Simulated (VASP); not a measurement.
# LiF (P6_222) in VASP: a series of runs

Runs on LiF. Level: PBE. Tasks: single point, relaxation of cell and atoms.

Program: VASP 6.6.1. These are calculated values, not measurements. Logs are shortened: lines on timing, memory, paths and dates and some standing lists are left out, and cuts for length are marked.

## (1) The cell of the first run

The structure is hexagonal, space group P6_222 (No. 180). Conventional cell: a = 2.966 Å, b = 2.966 Å, c = 7.352 Å, α = 90.00°, β = 90.00°, γ = 120.00°. Li (site symmetry 222) has 4 F at 1.92 Å within 2.6 Å. Within 2.6 Å of F (site symmetry 222) lie 4 Li at 1.92 Å.

## (2) Single point, PBE

INCAR reads:

```
ALGO = Normal ; EDIFF = 1E-6
ENCUT = 520 ; GGA = PE
ISIF = 2 ; ISMEAR = 0
LASPH = T ; LCHARG = T
LELF = T ; LREAL = F
LVHAR = T ; LWAVE = F
NBANDS = 24 ; NELM = 100
PREC = Accurate ; SIGMA = 0.02
```

KPOINTS reads:

```
k-points
0
Gamma
  12 12 4
```

POSCAR reads:

```
LiF
1.0
    2.9655776952      0.0000000000      0.0000000000
   -1.4827888476      2.5682656209      0.0000000000
    0.0000000000      0.0000000000      7.3523263888
Li F
3 3
Direct
    0.0000000000      0.5000000000      0.1666666667
    0.5000000000      0.5000000000      0.8333333333
    0.5000000000      0.0000000000      0.5000000000
    0.5000000000      0.5000000000      0.3333333333
    0.5000000000      0.0000000000      0.0000000000
    0.0000000000      0.5000000000      0.6666666667
```

Potentials or basis: VASP PAW PBE potentials, release 64 (Li_sv, F).

Started as:

```
$ cat potpaw_PBE.64/Li_sv/POTCAR potpaw_PBE.64/F/POTCAR > POTCAR
$ mpirun -np 1 vasp_std > vasp.out
```

OUTCAR:

```text
EDIFF = 1E-6
   ENCUT = 520
   GGA = PE
   ISIF = 2
   ISMEAR = 0
   LASPH = T
   LREAL = F
   NELM = 100
   PREC = Accurate

 ion  position               nearest neighbor table
   1  0.000  0.500  0.167-   4 1.92   4 1.92   5 1.92   5 1.92
   2  0.500  0.500  0.833-   6 1.92   6 1.92   5 1.92   5 1.92
   3  0.500  0.000  0.500-   4 1.92   6 1.92   4 1.92   6 1.92
   4  0.500  0.500  0.333-   1 1.92   1 1.92   3 1.92   3 1.92
   5  0.500  0.000  0.000-   1 1.92   2 1.92   2 1.92   1 1.92
   6  0.000  0.500  0.667-   2 1.92   2 1.92   3 1.92   3 1.92

  LATTYP: Found a hexagonal cell.
 ALAT       =     2.9655776952
 C/A-ratio  =     2.4792223116

  Lattice vectors:

 A1 = (   2.9655776952,   0.0000000000,   0.0000000000)
 A2 = (  -1.4827888476,   2.5682656209,   0.0000000000)
 A3 = (   0.0000000000,   0.0000000000,   7.3523263888)

Analysis of symmetry for initial positions (statically):
=====================================================================
 Subroutine PRICEL returns:
 Original cell was already a primitive cell.

 Routine SETGRP: Setting up the symmetry group for a
 hexagonal supercell.

 Subroutine GETGRP returns: Found 12 space group operations
 (whereof  4 operations were pure point group operations)
 out of a pool of 24 trial point group operations.

The static configuration has the point symmetry D_2 .
 The point group associated with its full space group is D_6 .

Analysis of symmetry for dynamics (positions and initial velocities):
=====================================================================
 Subroutine PRICEL returns:
 Original cell was already a primitive cell.

 Routine SETGRP: Setting up the symmetry group for a
 hexagonal supercell.

 Subroutine GETGRP returns: Found 12 space group operations
 (whereof  4 operations were pure point group operations)
 out of a pool of 24 trial point group operations.

The dynamic configuration has the point symmetry D_2 .
 The point group associated with its full space group is D_6 .

 Subroutine INISYM returns: Found 12 space group operations
 (whereof  4 operations are pure point group operations),
 and found     1 'primitive' translations

----------------------------------------------------------------------------------------

[... 95 lines left out ...]
   LNONCOLLINEAR =      F non collinear calculations
   LSORBIT =      F    spin-orbit coupling
   LASPH  =      T    aspherical Exc in radial PAW
   ENCUT  =  520.0 eV  38.22 Ry    6.18 a.u.   5.51  5.51 13.67*2*pi/ulx,y,z
   NELM   =    100;   NELMIN=  2; NELMDL= -5     # of ELM steps
   EDIFF  = 0.1E-05   stopping-criterion for ELM
   LREAL  =      F    real-space projection
   EDIFFG = 0.1E-04   stopping-criterion for IOM
   NSW    =      0    number of steps for IOM
   IBRION =     -1    ionic relax: 0-MD 1-quasi-New 2-CG
   NFREE  =      0    steps in history (QN), initial steepest desc. (CG)
   ISIF   =      2    stress and relaxation
   ISYM   =      2    0-nonsym 1-usesym 2-fastsym
   POTIM  = 0.5000    time-step for ionic-motion
   TEBEG  =    0.0;   TEEND  =   0.0 temperature during run
   PSTRESS=    0.0 pullay stress
   NELECT =      30.0000    total number of electrons
   NUPDOWN=      -1.0000    fix difference up-down
   EMIN   =  10.00;   EMAX   =-10.00  energy-range for DOS
   EFERMI =   0.00;   METHOD = LEGACY
   ISMEAR =     0;   SIGMA  =   0.02  broadening in eV -4-tet -1-fermi 0-gaus
   EFERMI_NEDOS =   21; number of points for ismear=-14 and -15
   IALGO  =     38    algorithm
   IMIX   =      4    mixing-type and parameters
     AMIX     =   0.40;   BMIX     =  1.00
     AMIX_MAG =   1.60;   BMIX_MAG =  1.00
  volume/ion in A,a.u.               =       9.33        62.98
  Fermi-wavevector in a.u.,A,eV,Ry     =   1.329609  2.512596 24.053193  1.767860
  Thomas-Fermi vector in A             =   2.458758
   LORBIT       =      0    0 simple, 1 ext, 2 COOP (PROOUT), +10 PAW based schemes
   GGA     = PE    functional components
   LHFCALC =     F    Hartree Fock is set to
   AEXX    =    0.0000 exact exchange contribution
   IVDW    =     0    specifies the selected vdW correction
   LEPSILON=     F    determine dielectric tensor
   LRPA    =     F    only Hartree local field effects (RPA)
 non-spin polarized calculation
 Gauss-broadening in eV      SIGMA  =   0.02
  energy-cutoff  :      520.00
  volume of cell :       56.00
 maximum number of plane-waves:      1539
 NGX is ok and might be reduce to    24
   NGX = 11   NGY = 11   NGZ = 27

 number of electron      30.0000031 magnetization

 Free energy of the ion-electron system (eV)
  ---------------------------------------------------
  ext. energy  EPLUGINS =         0.00000000
  ---------------------------------------------------
  free energy    TOTEN  =       -28.56846174 eV

  energy without entropy =      -28.56846174  energy(sigma->0) =      -28.56846174

 E-fermi :  -1.5237     XC(G=0):  -9.2509

 val. band max:       -1.7104105421   @ k =   0.0000   0.0000   0.0000
 cond. band min:       6.0867843188   @ k =   0.0000   0.0000   0.0000
 fundamental gap:      7.7971948609
 Fermi energy:        -1.5236959449

 k-point     1 :       0.0000    0.0000    0.0000
  band No.  band energies     occupation
      1     -42.8326      2.00000
      2     -42.8016      2.00000
      3     -42.8016      2.00000
      4     -21.4698      2.00000
      5     -21.2680      2.00000
      6     -21.2680      2.00000
[... 637 lines left out ...]
     23      15.9530      0.00000
     24      16.8696      0.00000

 [... further k-points ...]
[... 5 lines left out ...]
  --------------------------------------------------------------------------------------
  -------------------------------------------------------------------------------------
  Total       -0.0936006     -0.0936006     -0.0681216      0.0000000      0.0000000     -0.0000000
  in kB       -2.6780273     -2.6780273     -1.9490438      0.0000000      0.0000000     -0.0000000
  external PRESSURE =      -2.4350328 kB  Pullay stress =       0.0000000 kB

 VOLUME and BASIS-vectors are now :
 -----------------------------------------------------------------------------
  energy-cutoff  :      520.00
  volume of cell :       56.00
      direct lattice vectors                 reciprocal lattice vectors
     2.965577695  0.000000000  0.000000000     0.337202428  0.194683913  0.000000000
    -1.482788848  2.568265621  0.000000000     0.000000000  0.389367825  0.000000000
     0.000000000  0.000000000  7.352326389     0.000000000  0.000000000  0.136011372

 POSITION                                       TOTAL-FORCE (eV/Angst)
 -----------------------------------------------------------------------------------
     -0.74139      1.28413      1.22539        -0.000000      0.000000     -0.000000
      0.74139      1.28413      6.12694        -0.000000      0.000000     -0.000000
      1.48279      0.00000      3.67616        -0.000000     -0.000000     -0.000000
      0.74139      1.28413      2.45078         0.000000      0.000000      0.000000
      1.48279      0.00000      0.00000         0.000000      0.000000     -0.000000
     -0.74139      1.28413      4.90155         0.000000      0.000000      0.000000
 -----------------------------------------------------------------------------------
    total drift:                               -0.000000     -0.000000      0.000001

  FREE ENERGIE OF THE ION-ELECTRON SYSTEM (eV)
  ---------------------------------------------------
  free  energy   TOTEN  =       -28.5684617378 eV

  energy  without entropy=      -28.5684617378  energy(sigma->0) =      -28.56846174
```

OSZICAR:

```text
N       E                     dE             d eps       ncg     rms          rms(c)
DAV:   1     0.208929088276E+03    0.20893E+03   -0.15910E+04  2744   0.138E+03
DAV:   2    -0.114898937454E+02   -0.22042E+03   -0.21243E+03  3256   0.352E+02
DAV:   3    -0.297377790808E+02   -0.18248E+02   -0.18099E+02  4904   0.778E+01
DAV:   4    -0.303800453216E+02   -0.64227E+00   -0.64203E+00  3296   0.145E+01
DAV:   5    -0.303882016763E+02   -0.81564E-02   -0.81560E-02  4008   0.157E+00    0.846E+00
DAV:   6    -0.284930615994E+02    0.18951E+01   -0.63494E+00  3112   0.160E+01    0.264E+00
DAV:   7    -0.285289767770E+02   -0.35915E-01   -0.23107E-01  3608   0.273E+00    0.175E+00
DAV:   8    -0.285686323904E+02   -0.39656E-01   -0.94529E-02  3416   0.257E+00    0.408E-01
DAV:   9    -0.285674972796E+02    0.11351E-02   -0.15929E-02  3912   0.872E-01    0.125E-01
DAV:  10    -0.285684731096E+02   -0.97583E-03   -0.18605E-03  3016   0.280E-01    0.492E-02
DAV:  11    -0.285684622366E+02    0.10873E-04   -0.87926E-05  3800   0.732E-02    0.890E-03
DAV:  12    -0.285684610175E+02    0.12191E-05   -0.59744E-06  3336   0.174E-02    0.143E-03
DAV:  13    -0.285684617378E+02   -0.72031E-06   -0.53462E-07  2888   0.484E-03
   1 F= -.28568462E+02 E0= -.28568462E+02  d E =-.275896E-42
```

stdout:

```text
POSCAR found type information on POSCAR LiF
 POSCAR found :  2 types and       6 ions
 scaLAPACK will be used
 LDA part: xc-table for (Slater+PW92), standard interpolation
 POSCAR, INCAR and KPOINTS ok, starting setup
 FFT: planning ... GRIDC
 FFT: planning ... GRID_SOFT
 FFT: planning ... GRID
 WAVECAR not read
 entering main loop
```

Wall time 37 s (1 thread of Intel Xeon Platinum 8488C (Sapphire Rapids), shared host); peak memory 0.2 GiB.

Results:

| Item | Value |
| --- | --- |
| Free energy | -28.5685 eV |
| Band gap on the k mesh | 7.80 eV, direct |

Caveat: the cutoff is under 1.25 times the usual one of these potentials, so pressure, stress and relaxed cells hold a basis-set (Pulay) error. A k mesh can miss the band edges.

## (3) Relaxation of cell and atoms, PBE

INCAR reads:

```
SYSTEM = LiF
PREC = Accurate ; ENCUT = 600
EDIFF = 1E-6 ; ISMEAR = 0
SIGMA = 0.02 ; LREAL = .False.
LASPH = .True. ; NELM = 100
ALGO = Normal ; ISIF = 3
LWAVE = .False. ; LCHARG = .False.
GGA = PE ; IBRION = 2
NSW = 100 ; EDIFFG = -0.01
```

KPOINTS reads:

```
Automatic mesh
0
Gamma
  12 12 4
  0 0 0
```

Edit POSCAR of step 2 so:

```diff
@@ -2,5 +2,5 @@
 1.0
-    2.9655776952      0.0000000000      0.0000000000
-   -1.4827888476      2.5682656209      0.0000000000
-    0.0000000000      0.0000000000      7.3523263888
+    2.9662850766      0.0000000000      0.0000000000
+   -1.4831425383      2.5688782312      0.0000000000
+    0.0000000000      0.0000000000      7.3486551836
 Li F
```

Potentials or basis: VASP PAW PBE potentials, release 64 (Li_sv, F).

Started as:

```
$ cat potpaw_PBE.64/Li_sv/POTCAR potpaw_PBE.64/F/POTCAR > POTCAR
$ mpirun -np 1 vasp_std > vasp.out
```

Run time: 62 s. Hardware: 1 thread of Intel Xeon Platinum 8488C (Sapphire Rapids), shared host; peak memory 0.21 GiB.

Results (log left out):

```yaml
Free_energy: -28.5757 eV
Relaxed_volume: 9.25 Å³/atom
Relaxed_cell: a = 2.956 Å, b = 2.956 Å, c = 7.331 Å, α = 90.00°, β = 90.00°, γ = 120.00°
Space_group_after_relaxing_to_0.05_Å: P6_222 (No. 180)
Energy_gained_by_relaxing: 0.1 meV/atom
Ionic_steps: 3
Pressure_after_relaxing: 0.1 GPa
Band_gap_on_the_k_mesh: 7.86 eV, direct
```

Stress tensor (GPa, compression positive):
```
0.00 0.00 0.00
0.00 0.00 0.00
0.00 0.00 0.17
```

The path:
| step | energy change (eV) | largest force (eV/Å) | pressure (GPa) | volume (Å³) |
| --- | --- | --- | --- | --- |
| 1 | 0.0000 | 0.0000 | -0.46 | 56.00 |
| 2 | -0.0005 | 0.0000 | -0.26 | 55.78 |
| 3 | -0.0007 | 0.0000 | 0.06 | 55.48 |

Final structure:
```yaml
crystal:
  lattice:
    - [2.95619, 0.00000, 0.00000]
    - [-1.47809, 2.56014, 0.00000]
    - [0.00000, 0.00000, 7.33089]
  atoms:
    - { symbol: Li, position: [0.00000, 0.50000, 0.16667] }
    - { symbol: Li, position: [0.50000, 0.50000, 0.83333] }
    - { symbol: Li, position: [0.50000, 0.00000, 0.50000] }
    - { symbol: F, position: [0.50000, 0.50000, 0.33333] }
    - { symbol: F, position: [0.50000, 0.00000, 0.00000] }
    - { symbol: F, position: [0.00000, 0.50000, 0.66667] }
```

Levels at points of the mesh, in eV from the valence-band top:
| k point | band 12 | band 13 | band 14 | band 15 | band 16 | band 17 | band 18 | band 19 |
| --- | --- | --- | --- | --- | --- | --- | --- | --- |
| (0.00, 0.00, 0.00) | -0.25 | -0.12 | -0.12 | 0.00 | 7.86 | 9.86 | 9.86 | 15.50 |
| (0.50, 0.00, 0.00) | -0.78 | -0.75 | -0.55 | -0.19 | 10.28 | 12.17 | 12.62 | 13.98 |
| (0.00, 0.00, 0.50) | -0.19 | -0.17 | -0.04 | -0.04 | 8.58 | 8.58 | 10.39 | 14.71 |
| (0.50, 0.00, 0.50) | -0.66 | -0.57 | -0.46 | -0.35 | 10.29 | 12.15 | 12.66 | 13.84 |

Caveat: the cutoff is under 1.25 times the usual one of these potentials, so pressure, stress and relaxed cells hold a basis-set (Pulay) error. A k mesh can miss the band edges.

## (4) Single point, PBE

This run uses another cell than the first one, of 7.26 Å³/atom, 0.778 times its volume.

INCAR reads:

```
SYSTEM = LiF
PREC     = Accurate       ! precision mode
ENCUT    = 520            ! plane-wave cutoff, eV
EDIFF    = 1E-6           ! SCF threshold, eV
ISMEAR   = 0              ! smearing method
SIGMA    = 0.1            ! smearing width, eV
LREAL    = .FALSE.        ! projectors in reciprocal space
LASPH    = .TRUE.         ! aspherical terms in the spheres
NELM     = 100            ! most SCF steps
ALGO     = Normal         ! electronic algorithm
ISIF     = 2              ! what is computed and relaxed
LWAVE    = .FALSE.        ! write WAVECAR
LCHARG   = .FALSE.        ! write CHGCAR
GGA      = PE             ! functional
NBANDS   = 24             ! bands
```

KPOINTS reads:

```
Automatic mesh
0
G
  6 6 4
  0 0 0
```

POSCAR reads:

```
LiF
1.0
    2.8430436600      0.0000000000      0.0000000000
   -1.4215218300      2.4621480400      0.0000000000
    0.0000000000      0.0000000000      6.2263572400
Li F
3 3
Direct
    0.0000000000      0.5000000000      0.1666666700
    0.5000000000      0.5000000000      0.8333333300
    0.5000000000      0.0000000000      0.5000000000
    0.5000000000      0.5000000000      0.3333333300
    0.5000000000      0.0000000000      0.0000000000
    0.0000000000      0.5000000000      0.6666666700
```

Started as:

```
$ cat potpaw_PBE.64/Li_sv/POTCAR potpaw_PBE.64/F/POTCAR > POTCAR
$ mpirun -np 1 vasp_std > vasp.out
```

Wall time 11 s (1 thread of Intel Xeon Platinum 8488C (Sapphire Rapids), shared host); peak memory 0.16 GiB.

It converged, with:

```
Free energy            : -27.4491 eV
Band gap on the k mesh : 9.32 eV, direct
```

Levels at points of the mesh, in eV from the valence-band top:
```csv
k point,band 13,band 14,band 15,band 16,band 17,band 18
"(0.00, 0.00, 0.00)",-0.68,-0.41,0.00,9.32,10.99,10.99
"(0.50, 0.00, 0.00)",-1.23,-0.88,-0.28,11.14,13.99,14.34
"(0.00, 0.00, 0.50)",-0.58,-0.52,-0.52,10.11,10.11,10.91
"(0.50, 0.00, 0.50)",-0.87,-0.76,-0.47,11.15,13.94,14.10
```

Caveat: the k points lie up to 0.43 Å⁻¹ apart; the cutoff is under 1.25 times the usual one of these potentials, so pressure, stress and relaxed cells hold a basis-set (Pulay) error.

## (5) Summary

| task | cell | k mesh | cutoff (eV) | smearing | gap on the mesh (eV) |
| --- | --- | --- | --- | --- | --- |
| single point | a = 2.966, b = 2.966, c = 7.352 Å, angles 90.0, 90.0, 120.0°, 6 atoms | 12 × 12 × 4 | 520 | gaussian 0.02 eV | 7.80 |
| relaxation of cell and atoms | relaxed from a = 2.966, b = 2.966, c = 7.349 Å, angles 90.0, 90.0, 120.0°, 6 atoms | 12 × 12 × 4 | 600 | gaussian 0.02 eV | 7.86 |
| single point | a = 2.843, b = 2.843, c = 6.226 Å, angles 90.0, 90.0, 120.0°, 6 atoms | 6 × 6 × 4 | 520 | gaussian 0.1 eV | 9.32 |

Alike in all rows: level PBE; potentials or basis VASP PAW PBE potentials, release 64 (Li_sv, F); no spin polarisation.

Caveats: some runs use coarse meshes; the cutoff is under 1.25 times the usual one of these potentials, so pressure, stress and relaxed cells hold a basis-set (Pulay) error.

Absolute energies hang on the potentials; compare differences alone.
